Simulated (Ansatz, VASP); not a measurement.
## One calculation of Sr2TeO, two programs

POSCAR

```
Sr2TeO
1.0
    2.0265999519      1.1700580277      6.8918294619
   -2.0265999519      1.1700580277      6.8918294619
    0.0000000000     -2.3401160555      6.8918294619
O Te Sr
1 1 2
Direct
    1.0000000000      0.0000000000      0.0000000000
    0.5000000000      0.5000000000      0.5000000000
    0.2681616538      0.2681616538      0.2681616538
    0.7318383462      0.7318383462      0.7318383462
```

INCAR.step1

```
PREC = Accurate ; ENCUT = 520
ISMEAR = 0 ; SIGMA = 0.01
LREAL = False ; LASPH = True
NELM = 80 ; NBANDS = 24
GGA = PE ; ALGO = Normal
EDIFF = 1E-4 ; LWAVE = True
LCHARG = False
```

The input INCAR.step2:

```
PREC = Accurate ; ENCUT = 520
EDIFF = 1E-7 ; ISMEAR = 0
SIGMA = 0.01 ; LREAL = False
LASPH = True ; NELM = 80
ALGO = Normal ; ISIF = 2
LWAVE = False ; LCHARG = False
METAGGA = R2SCAN ; LMIXTAU = True
NBANDS = 24 ; ISTART = 1
```

The input KPOINTS:

```
regular mesh
0
Gamma
  6 6 6
```

Input for Ansatz:

```yaml
crystal:
  lattice:
    - [2.0265999519, 1.1700580277, 6.8918294619]
    - [-2.0265999519, 1.1700580277, 6.8918294619]
    - [0.0, -2.3401160555, 6.8918294619]
  atoms:
    - { symbol: O, position: [1.0, 0.0, 0.0] }
    - { symbol: Te, position: [0.5, 0.5, 0.5] }
    - { symbol: Sr, position: [0.2681616538, 0.2681616538, 0.2681616538] }
    - { symbol: Sr, position: [0.7318383462, 0.7318383462, 0.7318383462] }
kpoints:
  mp_grid: { grid: [6, 6, 6] }
hamiltonian:
  xc: r2scan
scf:
  occupations: { method: fixed }
  n_extra_bands: 5
output:
  forces: true
  stress: true
  eigenvalues: true
```

Alike in both runs: task single point; functional r2SCAN; k mesh 6 × 6 × 6; no spin polarisation.

|  | VASP | Ansatz |
| --- | --- | --- |
| version | VASP 6.6.1 | Ansatz 0.2.0 |
| potentials or method | VASP PAW PBE potentials, release 64 (O, Te, Sr_sv) | plane waves, PAW |
| plane-wave cutoff (eV) | 520 | 500 |
| occupations | gaussian, width 0.01 eV | fixed |
| valence electrons in the cell | 32 | 42 |

Ansatz gave:

```
gap on the k mesh at the Fermi level (eV)                     : 1.27
pressure (GPa)                                                : 3.8
traceless stress, the component that is largest in VASP (GPa) : 0.14
rms of the force components (eV/Å)                            : 0.074
```

**Question.** What did VASP give for the same quantities?

**Answer.** gap on the k mesh at the Fermi level (eV): 1.23; pressure (GPa): 4.0; traceless stress, the component that is largest in VASP (GPa): 0.15; rms of the force components (eV/Å): 0.073.

VASP's potentials were made for PBE, not for r2SCAN. Atom by atom the forces differ by 0.001 eV/Å (rms over components). VASP's potentials hold 32 valence electrons a cell and Ansatz's 42, so a difference there can come from the potentials and not from the codes.

Neither program's run includes spin-orbit coupling.
